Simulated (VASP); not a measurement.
Runs of VASP 6.6.1 on CuI. The structure is that of space group P6_3/mmc (No. 194), or close to it. The cells are those of the table. 

| task | level | potentials or basis | cell | k mesh | cutoff (eV) | smearing | gap on the mesh (eV) | pressure (GPa) | relaxed volume (Å³/atom) |
| --- | --- | --- | --- | --- | --- | --- | --- | --- | --- |
| single point | LDA | VASP PAW LDA potentials, release 64 (Cu, I) | a = 4.060, b = 4.060, c = 6.002 Å, angles 90.0, 90.0, 120.0°, 4 atoms | 6 × 6 × 4 | 520 | fermi-dirac 0.02 eV | 0.39 | 0.1 | - |
| single point | r2SCAN | VASP PAW PBE potentials, release 64 (Cu, I) | a = 4.147, b = 4.147, c = 6.336 Å, angles 90.0, 90.0, 120.0°, 4 atoms | 12 × 12 × 4 | 520 | gaussian 0.01 eV | (b) | 0.0 | - |
| single point | PBE | VASP PAW PBE potentials, release 64 (Cu, I) | a = 4.211, b = 4.211, c = 6.230 Å, angles 90.0, 90.0, 120.0°, 4 atoms | 6 × 6 × 4 | 520 | fermi-dirac 0.02 eV | 0.52 | 0.0 | - |
| relaxation of cell and atoms | PBE | VASP PAW PBE potentials, release 64 (Cu, I) | relaxed from a = 3.985, b = 3.985, c = 6.496 Å, angles 90.0, 90.0, 120.0°, 4 atoms | 6 × 6 × 4 | 600 | fermi-dirac 0.02 eV | 0.52 | 0.0 | 23.90 |
| relaxation of cell and atoms | LDA | VASP PAW LDA potentials, release 64 (Cu, I) | relaxed from a = 4.211, b = 4.211, c = 6.230 Å, angles 90.0, 90.0, 120.0°, 4 atoms | 6 × 6 × 4 | 600 | fermi-dirac 0.02 eV | 0.38 | 0.0 | (a) |

Alike in all rows: no spin polarisation.

Q: Fill in the values left out.

A: (a) 21.46; (b) 0.83.

Caveats: spin-orbit coupling is left out, which moves the levels of the heavy elements; the PAW data sets were made with another functional, which shifts forces and pressure a little (some runs).

A k mesh can miss the band edges, and the runs leave out spin-orbit coupling on I.
